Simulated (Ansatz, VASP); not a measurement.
## CsB3N3: VASP beside Ansatz

The input INCAR:

```
SYSTEM = CsB3N3
PREC = Accurate
ENCUT = 520
EDIFF = 1E-6
ISMEAR = 0
SIGMA = 0.1
LREAL = .False.
LASPH = .True.
NELM = 60
ALGO = Fast
ISIF = 2
LWAVE = .False.
LCHARG = .True.
GGA = PE
LELF = .True.
LVHAR = .True.
NBANDS = 26
```

KPOINTS

```
Automatic mesh
0
Gamma
  6 6 2
  0 0 0
```

POSCAR

```
CsB3N3
1.0
    4.3687681000      0.0000000000      0.0000000000
   -2.1843841000      3.7834642000      0.0000000000
    0.0000000000      0.0000000000      9.6235864000
Cs B N
1 3 3
Direct
    0.0000000000      0.0000000000      0.5000000000
    0.3333333000      0.6666667000      0.0000000000
    0.6666667000      0.3333333000      0.0000000000
    0.0000000000      0.0000000000      0.0000000000
    0.3332810000      0.0000000000      0.0000000000
    0.0000000000      0.3332810000      0.0000000000
    0.6667190000      0.6667190000      0.0000000000
```

Input for Ansatz:

```yaml
crystal:
  lattice:
    - [4.3687681, 0.0, 0.0]
    - [-2.1843841, 3.7834642, 0.0]
    - [0.0, 0.0, 9.6235864]
  atoms:
    - { symbol: Cs, position: [0.0, 0.0, 0.5] }
    - { symbol: B, position: [0.3333333, 0.6666667, 0.0] }
    - { symbol: B, position: [0.6666667, 0.3333333, 0.0] }
    - { symbol: B, position: [0.0, 0.0, 0.0] }
    - { symbol: "N", position: [0.333281, 0.0, 0.0] }
    - { symbol: "N", position: [0.0, 0.333281, 0.0] }
    - { symbol: "N", position: [0.666719, 0.666719, 0.0] }
basis:
  ecutwfc: 420
kpoints:
  mp_grid: { grid: [6, 6, 2] }
hamiltonian:
  xc: pbe
scf:
  occupations: { method: gaussian, width: 0.1 }
  lower_state_search: "off"
output:
  forces: true
  stress: true
  eigenvalues: true
```

Alike in both runs: task single point; functional PBE; k mesh 6 × 6 × 2; occupations gaussian, width 0.1 eV; no spin polarisation.

|  | VASP | Ansatz |
| --- | --- | --- |
| version | VASP 6.6.1 | Ansatz 0.2.0 |
| potentials or method | VASP PAW PBE potentials, release 64 (Cs_sv, B, N), cutoff 520 eV | scalar-relativistic, plane waves, PAW |
| valence electrons in the cell | 33 | 33 |

|  | VASP | Ansatz | Ansatz less VASP |
| --- | --- | --- | --- |
| gap on the k mesh at the Fermi level (eV) | none | none | - |
| pressure (GPa) | 0.1 | 0.1 | -0.01 |
| traceless stress, the component that is largest in VASP (GPa) | -0.12 | -0.04 | +0.080 |

A gap of «none» marks a metal or a gap that the smearing closes.

Spin-orbit coupling is off throughout.
